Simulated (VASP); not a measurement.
Write the native input for VASP 6.6.1 that does the following.

```
Task                   : single point
Functional             : LDA
Potentials or basis    : VASP PAW LDA potentials, release 64 (Li_sv)
Cutoff                 : 520 eV
k mesh                 : 16 × 16 × 16
Occupations            : fermi-dirac, width 0.08 eV
Spin                   : no spin polarisation
Dipole correction      : no
Further INCAR settings : ALGO = Normal; EDIFF = 1e-06; NBANDS = 8
```

The structure of Li lies in POSCAR:

```
Li
1.0
   -1.4183469490      1.4183469490      1.4183469490
    1.4183469490     -1.4183469490      1.4183469490
    1.4183469490      1.4183469490     -1.4183469490
Li
1
Direct
    0.0000000000      0.0000000000      0.0000000000
```

This cell differs from its parent crystal: volume scaled by 0.6.

One way to write it, as run:

INCAR

```
SYSTEM = Li
PREC = Accurate
ENCUT = 520
EDIFF = 1E-6
ISMEAR = -1
SIGMA = 0.08
LREAL = .FALSE.
LASPH = .TRUE.
NELM = 80
ALGO = Normal
ISIF = 2
LWAVE = .FALSE.
LCHARG = .FALSE.
GGA = CA
NBANDS = 8
```

KPOINTS

```
regular mesh
0
G
  16 16 16
  0 0 0
```

Potentials or basis: VASP PAW LDA potentials, release 64 (Li_sv).

Launch:

```bash
$ cat potpaw_LDA.64/Li_sv/POTCAR > POTCAR
$ mpirun -np 1 vasp_std > vasp.out
```

Wall time 19 s on 1 thread of AMD EPYC 7R13, on a shared host, peak memory 0.08 GiB.
